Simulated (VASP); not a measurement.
# GaP (F-43m) in VASP: single point with PBEsol

Aim: the single point of GaP with PBEsol.

Everything below comes from runs of VASP 6.6.1. Logs are shortened: lines on timing, memory, paths and dates and some standing lists are left out, and cuts for length are marked.

### 1 The cell of the first run

It takes space group F-43m (No. 216, cubic). The conventional cell has a = 5.438 Å, b = 5.438 Å, c = 5.438 Å, α = 90.00°, β = 90.00°, γ = 90.00°. Ga (site symmetry -43m) has 4 P at 2.35 Å within 3.1 Å. P (site symmetry -43m) has 4 Ga at 2.35 Å within 3.1 Å.

### 2 Single point, PBEsol

INCAR reads:

```
  ALGO = Normal
  EDIFF = 1E-7
  ENCUT = 520
  GGA = PS
  ISIF = 2
  ISMEAR = 0
  LASPH = T
  LCHARG = T
  LELF = T
  LREAL = F
  LVHAR = T
  LWAVE = F
  NBANDS = 16
  NELM = 80
  PREC = Accurate
  SIGMA = 0.02
```

KPOINTS reads:

```
k-points
0
Gamma
  8 8 8
```

POSCAR reads:

```
GaP
1.0
    0.0000000000      2.7192244544      2.7192244544
    2.7192244544      0.0000000000      2.7192244544
    2.7192244544      2.7192244544      0.0000000000
Ga P
1 1
Direct
    0.0000000000      0.0000000000      0.0000000000
    0.2500000000      0.2500000000      0.2500000000
```

Potentials or basis: VASP PAW PBE potentials, release 64 (Ga_d, P).

Command:

```sh
$ cat potpaw_PBE.64/Ga_d/POTCAR potpaw_PBE.64/P/POTCAR > POTCAR
$ mpirun -np 1 vasp_std > vasp.out
```

OUTCAR:

```text
EDIFF = 1E-7
   ENCUT = 520
   GGA = PS
   ISIF = 2
   ISMEAR = 0
   LASPH = T
   LREAL = F
   NELM = 80
   PREC = Accurate

 ion  position               nearest neighbor table
   1  0.000  0.000  0.000-   2 2.35   2 2.35   2 2.35   2 2.35
   2  0.250  0.250  0.250-   1 2.35   1 2.35   1 2.35   1 2.35

  LATTYP: Found a face centered cubic cell.
 ALAT       =     5.4384489088

  Lattice vectors:

 A1 = (   0.0000000000,   2.7192244544,   2.7192244544)
 A2 = (   2.7192244544,   0.0000000000,   2.7192244544)
 A3 = (   2.7192244544,   2.7192244544,   0.0000000000)

Analysis of symmetry for initial positions (statically):
=====================================================================
 Subroutine PRICEL returns:
 Original cell was already a primitive cell.

 Routine SETGRP: Setting up the symmetry group for a
 face centered cubic supercell.

 Subroutine GETGRP returns: Found 24 space group operations
 (whereof 24 operations were pure point group operations)
 out of a pool of 48 trial point group operations.

The static configuration has the point symmetry T_d .

Analysis of symmetry for dynamics (positions and initial velocities):
=====================================================================
 Subroutine PRICEL returns:
 Original cell was already a primitive cell.

 Routine SETGRP: Setting up the symmetry group for a
 face centered cubic supercell.

 Subroutine GETGRP returns: Found 24 space group operations
 (whereof 24 operations were pure point group operations)
 out of a pool of 48 trial point group operations.

The dynamic configuration has the point symmetry T_d .

 Subroutine INISYM returns: Found 24 space group operations
 (whereof 24 operations are pure point group operations),
 and found     1 'primitive' translations

----------------------------------------------------------------------------------------

                                     Primitive cell

  volume of cell :      40.2129

  direct lattice vectors                    reciprocal lattice vectors
     0.000000000  2.719224454  2.719224454    -0.183875957  0.183875957  0.183875957
     2.719224454  0.000000000  2.719224454     0.183875957 -0.183875957  0.183875957
     2.719224454  2.719224454  0.000000000     0.183875957  0.183875957 -0.183875957

  length of vectors
     3.845564103  3.845564103  3.845564103     0.318482501  0.318482501  0.318482501

  position of ions in fractional coordinates (direct lattice)
     0.000000000  0.000000000  0.000000000
     0.250000000  0.250000000  0.250000000

  ion indices of the primitive-cell ions
   primitive index   ion index
                 1           1
                 2           2

----------------------------------------------------------------------------------------

 KPOINTS: k-points

Automatic generation of k-mesh.
 Grid dimensions read from file:
 generate k-points for:    8    8    8

 Generating k-lattice:

  Cartesian coordinates                     Fractional coordinates (reciprocal lattice)
    -0.022984495  0.022984495  0.022984495     0.125000000  0.000000000  0.000000000
     0.022984495 -0.022984495  0.022984495     0.000000000  0.125000000  0.000000000
     0.022984495  0.022984495 -0.022984495     0.000000000  0.000000000  0.125000000

  Length of vectors
     0.039810313  0.039810313  0.039810313

  Shift w.r.t. Gamma in fractional coordinates (k-lattice)
     0.000000000  0.000000000  0.000000000

 Subroutine IBZKPT returns following result:
 ===========================================

 Found     29 irreducible k-points:

 Following reciprocal coordinates:
            Coordinates               Weight
  0.000000  0.000000  0.000000      1.000000
  0.125000  0.000000  0.000000      8.000000
  0.250000  0.000000  0.000000      8.000000
  0.375000  0.000000  0.000000      8.000000
  0.500000  0.000000  0.000000      4.000000
  0.125000  0.125000  0.000000      6.000000
[... 16 lines left out ...]
  0.500000  0.250000  0.125000     48.000000
 -0.375000  0.250000  0.125000     24.000000
 [... further k-points ...]
   k-points           NKPTS =     29   k-points in BZ     NKDIM =     29   number of bands    NBANDS=     16
   number of dos      NEDOS =    301   number of ions     NIONS =      2
   total plane-waves  NPLWV =  27000
   dimension x,y,z NGX =    30 NGY =   30 NGZ =   30
   dimension x,y,z NGXF=    60 NGYF=   60 NGZF=   60
   ions per type =               1   1
   NGX,Y,Z   is equivalent  to a cutoff of  12.97, 12.97, 12.97 a.u.
   NGXF,Y,Z  is equivalent  to a cutoff of  25.94, 25.94, 25.94 a.u.
 SYSTEM =  unknown system
   PREC   = accura    normal or accurate (medium, high low for compatibility)
   ISTART =      0    job   : 0-new  1-cont  2-samecut
   ICHARG =      2    charge: 1-file 2-atom 10-const
   ISPIN  =      1    spin polarized calculation?
   LNONCOLLINEAR =      F non collinear calculations
   LSORBIT =      F    spin-orbit coupling
   LASPH  =      T    aspherical Exc in radial PAW
   ENCUT  =  520.0 eV  38.22 Ry    6.18 a.u.   7.15  7.15  7.15*2*pi/ulx,y,z
   NELM   =     80;   NELMIN=  2; NELMDL= -5     # of ELM steps
   EDIFF  = 0.1E-06   stopping-criterion for ELM
   LREAL  =      F    real-space projection
   EDIFFG = 0.1E-05   stopping-criterion for IOM
   NSW    =      0    number of steps for IOM
   IBRION =     -1    ionic relax: 0-MD 1-quasi-New 2-CG
   NFREE  =      0    steps in history (QN), initial steepest desc. (CG)
   ISIF   =      2    stress and relaxation
   ISYM   =      2    0-nonsym 1-usesym 2-fastsym
   POTIM  = 0.5000    time-step for ionic-motion
   TEBEG  =    0.0;   TEEND  =   0.0 temperature during run
   PSTRESS=    0.0 pullay stress
   NELECT =      18.0000    total number of electrons
   NUPDOWN=      -1.0000    fix difference up-down
   EMIN   =  10.00;   EMAX   =-10.00  energy-range for DOS
   EFERMI =   0.00;   METHOD = LEGACY
   ISMEAR =     0;   SIGMA  =   0.02  broadening in eV -4-tet -1-fermi 0-gaus
   EFERMI_NEDOS =   21; number of points for ismear=-14 and -15
   IALGO  =     38    algorithm
   IMIX   =      4    mixing-type and parameters
     AMIX     =   0.40;   BMIX     =  1.00
     AMIX_MAG =   1.60;   BMIX_MAG =  1.00
  volume/ion in A,a.u.               =      20.11       135.68
  Fermi-wavevector in a.u.,A,eV,Ry     =   1.252306  2.366516 21.337628  1.568271
  Thomas-Fermi vector in A             =   2.386213
   LORBIT       =      0    0 simple, 1 ext, 2 COOP (PROOUT), +10 PAW based schemes
   GGA     = PS    functional components
   LHFCALC =     F    Hartree Fock is set to
   AEXX    =    0.0000 exact exchange contribution
   IVDW    =     0    specifies the selected vdW correction
   LEPSILON=     F    determine dielectric tensor
   LRPA    =     F    only Hartree local field effects (RPA)
 non-spin polarized calculation
 Gauss-broadening in eV      SIGMA  =   0.02
  energy-cutoff  :      520.00
  volume of cell :       40.21
 maximum number of plane-waves:      1106
 NGX is ok and might be reduce to    30
   NGX = 15   NGY = 15   NGZ = 15

 number of electron      17.9999987 magnetization

 Free energy of the ion-electron system (eV)
  ---------------------------------------------------
  ext. energy  EPLUGINS =         0.00000000
  ---------------------------------------------------
  free energy    TOTEN  =        -9.92109317 eV

  energy without entropy =       -9.92109317  energy(sigma->0) =       -9.92109317

 E-fermi :   4.7594     XC(G=0): -10.0514

 val. band max:        4.6365775344   @ k =   0.0000   0.0000   0.0000
 cond. band min:       6.1394690570   @ k =   0.5000   0.5000   0.0000
 fundamental gap:      1.5028915226
 Fermi energy:         4.7593742318

 k-point     1 :       0.0000    0.0000    0.0000
  band No.  band energies     occupation
      1      -9.9159      2.00000
      2      -9.9159      2.00000
      3      -9.9159      2.00000
      4      -9.8131      2.00000
      5      -9.8131      2.00000
      6      -7.9379      2.00000
[... 8 lines left out ...]
     15      14.4178      0.00000
     16      14.4178      0.00000

 k-point     2 :       0.1250    0.0000    0.0000
  band No.  band energies     occupation
      1      -9.9303      2.00000
      2      -9.9110      2.00000
      3      -9.9110      2.00000
      4      -9.8132      2.00000
      5      -9.8132      2.00000
      6      -7.7323      2.00000
[... 8 lines left out ...]
     15      13.7564      0.00000
     16      14.1536      0.00000

 k-point     3 :       0.2500    0.0000    0.0000
  band No.  band energies     occupation
      1      -9.9617      2.00000
      2      -9.9007      2.00000
      3      -9.9007      2.00000
      4      -9.8119      2.00000
      5      -9.8119      2.00000
      6      -7.1492      2.00000
[... 8 lines left out ...]
     15      13.5627      0.00000
     16      14.3677      0.00000

 k-point     4 :       0.3750    0.0000    0.0000
  band No.  band energies     occupation
      1      -9.9897      2.00000
      2      -9.8928      2.00000
      3      -9.8928      2.00000
      4      -9.8080      2.00000
      5      -9.8080      2.00000
      6      -6.3318      2.00000
[... 8 lines left out ...]
     15      14.7807      0.00000
     16      14.7807      0.00000

 k-point     5 :       0.5000    0.0000    0.0000
  band No.  band energies     occupation
      1     -10.0006      2.00000
      2      -9.8904      2.00000
      3      -9.8904      2.00000
      4      -9.8055      2.00000
      5      -9.8055      2.00000
      6      -5.8253      2.00000
[... 8 lines left out ...]
     15      16.3256      0.00000
     16      16.3256      0.00000

 k-point     6 :       0.1250    0.1250    0.0000
  band No.  band energies     occupation
      1      -9.9393      2.00000
      2      -9.9065      2.00000
      3      -9.9065      2.00000
      4      -9.8175      2.00000
      5      -9.8098      2.00000
      6      -7.6641      2.00000
[... 8 lines left out ...]
     15      14.5302      0.00000
     16      14.6643      0.00000

 k-point     7 :       0.2500    0.1250    0.0000
  band No.  band energies     occupation
      1      -9.9639      2.00000
      2      -9.8977      2.00000
      3      -9.8956      2.00000
      4      -9.8207      2.00000
      5      -9.8067      2.00000
      6      -7.2059      2.00000
[... 8 lines left out ...]
     15      14.6398      0.00000
     16      15.6177      0.00000

 k-point     8 :       0.3750    0.1250    0.0000
  band No.  band energies     occupation
      1      -9.9884      2.00000
      2      -9.8909      2.00000
      3      -9.8866      2.00000
      4      -9.8189      2.00000
      5      -9.8039      2.00000
      6      -6.4487      2.00000
[... 8 lines left out ...]
     15      15.3493      0.00000
     16      15.5086      0.00000

 k-point     9 :       0.5000    0.1250    0.0000
  band No.  band energies     occupation
      1     -10.0017      2.00000
      2      -9.8880      2.00000
      3      -9.8835      2.00000
      4      -9.8127      2.00000
      5      -9.8042      2.00000
      6      -5.7464      2.00000
[... 8 lines left out ...]
     15      16.3267      0.00000
     16      16.5141      0.00000
[... 172 lines left out ...]
 k-point    19 :       0.5000    0.3750    0.0000
  band No.  band energies     occupation
      1     -10.0288      2.00000
      2      -9.8585      2.00000
      3      -9.8536      2.00000
      4      -9.8432      2.00000
      5      -9.7940      2.00000
      6      -5.1304      2.00000
[... 8 lines left out ...]
     15      16.6654      0.00000
     16      17.8532      0.00000

 k-point    20 :      -0.3750    0.3750    0.0000
  band No.  band energies     occupation
      1     -10.0206      2.00000
      2      -9.8688      2.00000
      3      -9.8578      2.00000
      4      -9.8334      2.00000
      5      -9.8005      2.00000
      6      -4.9394      2.00000
[... 8 lines left out ...]
     15      15.0131      0.00000
     16      19.3024      0.00000

 k-point    21 :       0.5000    0.5000    0.0000
  band No.  band energies     occupation
      1     -10.0369      2.00000
      2      -9.8509      2.00000
      3      -9.8485      2.00000
      4      -9.8485      2.00000
      5      -9.7907      2.00000
      6      -4.9051      2.00000
[... 8 lines left out ...]
     15      17.0673      0.00000
     16      17.6127      0.00000

 k-point    22 :       0.3750    0.2500    0.1250
  band No.  band energies     occupation
      1      -9.9853      2.00000
      2      -9.8884      2.00000
      3      -9.8843      2.00000
      4      -9.8245      2.00000
      5      -9.8038      2.00000
      6      -6.6532      2.00000
[... 8 lines left out ...]
     15      15.7362      0.00000
     16      16.9453      0.00000

 k-point    23 :       0.5000    0.2500    0.1250
  band No.  band energies     occupation
      1     -10.0010      2.00000
      2      -9.8847      2.00000
      3      -9.8749      2.00000
      4      -9.8224      2.00000
      5      -9.8039      2.00000
      6      -5.8819      2.00000
[... 8 lines left out ...]
     15      16.1151      0.00000
     16      17.4089      0.00000

 k-point    24 :      -0.3750    0.2500    0.1250
  band No.  band energies     occupation
      1     -10.0068      2.00000
      2      -9.8842      2.00000
      3      -9.8715      2.00000
      4      -9.8187      2.00000
      5      -9.8057      2.00000
      6      -5.4111      2.00000
[... 8 lines left out ...]
     15      16.5597      0.00000
     16      17.1137      0.00000

 [... further k-points ...]
[... 5 lines left out ...]
  --------------------------------------------------------------------------------------
  -------------------------------------------------------------------------------------
  Total       -0.0244067     -0.0244067     -0.0244067     -0.0000000     -0.0000000      0.0000000
  in kB       -0.9724212     -0.9724212     -0.9724212     -0.0000000     -0.0000000      0.0000000
  external PRESSURE =      -0.9724212 kB  Pullay stress =       0.0000000 kB

 VOLUME and BASIS-vectors are now :
 -----------------------------------------------------------------------------
  energy-cutoff  :      520.00
  volume of cell :       40.21
      direct lattice vectors                 reciprocal lattice vectors
     0.000000000  2.719224454  2.719224454    -0.183875957  0.183875957  0.183875957
     2.719224454  0.000000000  2.719224454     0.183875957 -0.183875957  0.183875957
     2.719224454  2.719224454  0.000000000     0.183875957  0.183875957 -0.183875957

 POSITION                                       TOTAL-FORCE (eV/Angst)
 -----------------------------------------------------------------------------------
      0.00000      0.00000      0.00000        -0.000000     -0.000000      0.000000
      1.35961      1.35961      1.35961         0.000000      0.000000     -0.000000
 -----------------------------------------------------------------------------------
    total drift:                                0.000000      0.000000      0.000000

  FREE ENERGIE OF THE ION-ELECTRON SYSTEM (eV)
  ---------------------------------------------------
  free  energy   TOTEN  =        -9.9210931700 eV

  energy  without entropy=       -9.9210931700  energy(sigma->0) =       -9.92109317
```

It took 12 s on 1 thread of Intel Xeon Platinum 8559C (Emerald Rapids), shared host; peak memory 0.17 GiB.

What came out:

```yaml
Free_energy: -9.9211 eV
Pressure: -0.1 GPa
Band_gap_on_the_k_mesh: 1.50 eV, indirect (least direct gap 1.80 eV)
```

Caveat: the PAW data sets were made with another functional, which shifts forces and pressure a little. A k mesh can miss the band edges.
